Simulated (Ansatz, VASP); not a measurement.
**Ga2O3 in VASP and in Ansatz**

```
Ga O
1.0
     6.06707   -1.50795    0.00551
     6.06707    1.50795    0.00551
    -1.37185    0.00000    5.58524
Ga O
4 6
Cartesian
  0.0098 0.0000 4.4416
  10.7525 0.0000 1.1547
  7.5639 0.0000 1.7627
  3.1984 0.0000 3.8336
  1.8604 0.0000 0.6126
  8.9019 0.0000 4.9837
  1.3289 0.0000 3.1419
  9.4334 0.0000 2.4544
  5.6728 0.0000 1.4342
  5.0895 0.0000 4.1621
```

Alike in both runs: functional LDA; k mesh 6 × 6 × 4; no spin polarisation.

Ansatz relaxed the structure, and its values are those at the end. VASP's run is a single point on that final structure, the one shown.

```csv
,VASP,Ansatz
version,VASP 6.6.1,Ansatz 0.2.0
potentials or method,"VASP PAW LDA potentials, release 64 (Ga_d, O)","scalar-relativistic, plane waves, PAW"
plane-wave cutoff (eV),520,420
occupations,"gaussian, width 0.01 eV",fixed
valence electrons in the cell,88,88
```

Ansatz gave:

* pressure (GPa): 0.0
* rms of the force components (eV/Å): 0.000

Question: Estimate VASP's values.

Answer: Pressure (GPa): 1.8; rms of the force components (eV/Å): 0.028.

LDA's correlation is that of Perdew and Zunger in VASP and of Perdew and Wang (1992) in Ansatz.
